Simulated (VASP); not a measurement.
# MgS: single point with r2SCAN

The system is MgS.

```xyz
2
Lattice="2.5145 2.5145 0.0000 -2.5145 2.5145 0.0000 0.0000 2.5145 2.5145" Properties=species:S:1:pos:R:3 pbc="T T T"
Mg    0.0000    0.0000    0.0000
S     0.0000    2.5145    0.0000
```

- Program: VASP 6.6.1
- Task: single point
- Functional: r2SCAN
- Potentials or basis: VASP PAW PBE potentials, release 64 (Mg, S)
- Cutoff: 520 eV
- k mesh: 8 × 8 × 8
- Occupations: gaussian, width 0.01 eV
- Spin: no spin polarisation

| Quantity | Value |
| --- | --- |
| Pressure | 9.5 GPa |
| Band gap on the k mesh | 3.65 eV, indirect (least direct gap 5.53 eV) |

Levels at points of the mesh, in eV from the valence-band top:
```csv
k point,band 1,band 2,band 3,band 4,band 5,band 6,band 7,band 8,band 9
"(0.00, 0.00, 0.00)",-13.83,0.00,0.00,0.00,5.53,8.43,8.43,8.43,11.04
"(0.50, 0.00, 0.00)",-12.21,-5.47,-0.75,-0.75,5.36,7.61,7.61,12.39,13.94
"(0.50, 0.50, 0.00)",-11.74,-4.85,-1.98,-1.98,3.65,4.58,13.79,14.25,15.68
```

It took 28 s on 1 thread of Intel(R) Xeon(R) 6975P-C (Granite Rapids) (shared host), peak memory 0.16 GiB.

Caveat: the PAW data sets were made with another functional, which shifts forces and pressure a little. r2SCAN opens gaps a little over a GGA but as a rule still falls short of measured ones.
